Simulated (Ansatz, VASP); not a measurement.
## Nb3Cd: VASP beside Ansatz

```
CELL_PARAMETERS angstrom
5.99256 0.00000 0.00000
-2.99628 5.18971 0.00000
0.00000 0.00000 4.83095
ATOMIC_POSITIONS crystal
Nb 0.83971 0.67941 0.25000
Nb 0.16029 0.83971 0.75000
Nb 0.32059 0.16029 0.25000
Nb 0.16029 0.32059 0.75000
Nb 0.83971 0.16029 0.25000
Nb 0.67941 0.83971 0.75000
Cd 0.33333 0.66667 0.25000
Cd 0.66667 0.33333 0.75000
```

Alike in both runs: functional PBE; k mesh 6 × 6 × 8; occupations gaussian, width 0.1 eV; no spin polarisation.

Ansatz relaxed the structure, and its values are those at the end. VASP's run is a single point on that final structure, the one shown.

|  | VASP | Ansatz |
| --- | --- | --- |
| version | VASP 6.6.1 | Ansatz 0.2.0 |
| potentials or method | VASP PAW PBE potentials, release 64 (Nb_sv, Cd), cutoff 520 eV | scalar-relativistic, plane waves, PAW |
| valence electrons in the cell | 102 | 118 |

|  | VASP | Ansatz | Ansatz less VASP |
| --- | --- | --- | --- |
| gap on the k mesh at the Fermi level (eV) | none | none | - |
| pressure (GPa) | 0.0 | 0.0 | -0.05 |
| rms of the force components (eV/Å) | 0.011 | 0.001 | -0.0101 |

A gap of «none» marks a metal or a gap that the smearing closes. VASP's potentials hold 102 valence electrons a cell and Ansatz's 118, so a difference there can come from the potentials and not from the codes.
